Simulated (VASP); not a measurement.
A run of VASP 6.6.1 is set up as follows.

Contents of INCAR:

```
SYSTEM = BP
PREC = Accurate
ENCUT = 520
EDIFF = 1E-6
ISMEAR = -1
SIGMA = 0.02
LREAL = .FALSE.
LASPH = .TRUE.
NELM = 60
ALGO = Normal
ISIF = 2
LWAVE = .FALSE.
LCHARG = .TRUE.
GGA = PE
LELF = .TRUE.
LVHAR = .TRUE.
NBANDS = 11
```

The input KPOINTS:

```
Automatic mesh
0
G
  10 10 10
  0 0 0
```

File POSCAR:

```
BP
1.0
    0.0000000000      2.2342909487      2.2342909487
    2.2342909487      0.0000000000      2.2342909487
    2.2342909487      2.2342909487      0.0000000000
B P
1 1
Direct
    0.0000000000      0.0000000000      0.0000000000
    0.2500000000      0.2500000000      0.2500000000
```

Potentials or basis: VASP PAW PBE potentials, release 64 (B, P).

Launch:

```bash
$ cat potpaw_PBE.64/B/POTCAR potpaw_PBE.64/P/POTCAR > POTCAR
$ mpirun -np 1 vasp_std > vasp.out
```

Problem. Predict the pressure.

Solution. 9.2 GPa.

Problem. Predict the band gap on the k mesh.

Solution. 1.18 eV, indirect (least direct gap 3.47 eV).

Caveat: the cell differs from its parent crystal (strain -1.5%). A k mesh can miss the band edges.
